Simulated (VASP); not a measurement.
Write the native input for VASP 6.6.1 that does the following.

| Item | Value |
| --- | --- |
| Task | single point |
| Functional | PBE |
| Potentials or basis | VASP PAW PBE potentials, release 64 (Sn_d, O) |
| Cutoff | 520 eV |
| k mesh | 12 × 12 × 12 |
| Occupations | gaussian, width 0.05 eV |
| Spin | no spin polarisation |
| Dipole correction | no |
| Further INCAR settings | ALGO = Normal; EDIFF = 1e-07; NBANDS = 20 |

The structure of SnO2 lies in POSCAR:

```
SnO2
1.0
    1.5898000000      0.9178714580      4.7871000000
   -1.5898000000      0.9178714580      4.7871000000
    0.0000000000     -1.8357429159      4.7871000000
Sn O
1 2
Direct
    0.5000000000      0.5000000000      0.5000000000
    0.2348826742      0.2348826742      0.2348826742
    0.7651173258      0.7651173258      0.7651173258
```

The input as run:

INCAR

```
SYSTEM = SnO2
  ALGO = Normal
  EDIFF = 1E-7
  ENCUT = 520
  GGA = PE
  ISIF = 2
  ISMEAR = 0
  LASPH = .True.
  LCHARG = .False.
  LREAL = .False.
  LWAVE = .False.
  NBANDS = 20
  NELM = 80
  PREC = Accurate
  SIGMA = 0.05
```

KPOINTS

```
k-points
0
Gamma
  12 12 12
  0 0 0
```

Potentials or basis: VASP PAW PBE potentials, release 64 (Sn_d, O).

Command:

```sh
$ cat potpaw_PBE.64/Sn_d/POTCAR potpaw_PBE.64/O/POTCAR > POTCAR
$ mpirun -np 1 vasp_std > vasp.out
```

Results of the run:

```json
{
  "Pressure": "9.7 GPa",
  "Largest force": "0.791 eV/Å",
  "Band gap on the k mesh": "2.34 eV (least direct gap 2.58 eV)"
}
```

Caveat: the cell stands under pressure; spin-orbit coupling is left out, which moves the levels of the heavy elements.

Run time: 15 min on 1 thread of Intel Xeon 8259CL, with other jobs on the host, peak memory 0.34 GiB.
